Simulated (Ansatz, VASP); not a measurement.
**Two plane-wave programs on TiS2**

The input INCAR:

```
SYSTEM = TiS2
ALGO = Normal
EDIFF = 1E-6
ENCUT = 500
GGA = PS
GGA_COMPAT = .FALSE.
ISIF = 2
ISMEAR = 0
LASPH = .TRUE.
LCHARG = .TRUE.
LELF = .TRUE.
LREAL = .FALSE.
LVHAR = .TRUE.
LWAVE = .FALSE.
NBANDS = 19
NELM = 120
PREC = Accurate
SIGMA = 0.1
```

Contents of KPOINTS:

```
k-points
0
G
  15 15 8
  0 0 0
```

Contents of POSCAR:

```
TiS2
1.0
    3.4997810465      0.0000000000      0.0000000000
   -1.7498905232      3.0308992940      0.0000000000
    0.0000000000      0.0000000000      6.0210674863
Ti S
1 2
Direct
    0.0000000000      0.0000000000      0.0000000000
    0.6666666667      0.3333333333      0.2628000000
    0.3333333333      0.6666666667      0.7372000000
```

Input for Ansatz:

```yaml
crystal:
  lattice:
    - [3.4997810465, 0.0, 0.0]
    - [-1.7498905232, 3.030899294, 0.0]
    - [0.0, 0.0, 6.0210674863]
  atoms:
    - { symbol: Ti, position: [0.0, 0.0, 0.0] }
    - { symbol: S, position: [0.6666666667, 0.3333333333, 0.2628] }
    - { symbol: S, position: [0.3333333333, 0.6666666667, 0.7372] }
basis:
  ecutwfc: 420
kpoints:
  mp_grid: { grid: [15, 15, 8] }
hamiltonian:
  xc: pbesol
scf:
  occupations: { method: gaussian, width: 0.1 }
output:
  forces: true
  stress: true
  eigenvalues: true
```

Alike in both runs: task single point; functional PBEsol; k mesh 15 × 15 × 8; occupations gaussian, width 0.1 eV; no spin polarisation.

```csv
,VASP,Ansatz
version,VASP 6.6.1,Ansatz 0.2.0
potentials or method,"VASP PAW PBE potentials, release 64 (Ti_sv, S), cutoff 500 eV","scalar-relativistic, plane waves, PAW"
valence electrons in the cell,24,24
```

|  | VASP | Ansatz | Ansatz less VASP |
| --- | --- | --- | --- |
| gap on the k mesh at the Fermi level (eV) | none | none | - |
| pressure (GPa) | -14.2 | -14.1 | +0.07 |
| traceless stress, the component that is largest in VASP (GPa) | -3.22 | -3.23 | -0.012 |
| rms of the force components (eV/Å) | 0.979 | 0.985 | +0.0058 |

VASP's potentials were made for PBE, not for PBEsol. Atom by atom the forces differ by 0.006 eV/Å (rms over components). A gap of «none» marks a metal or a gap that the smearing closes. The functional is the same, so the differences come from potentials, cutoffs and numerics.
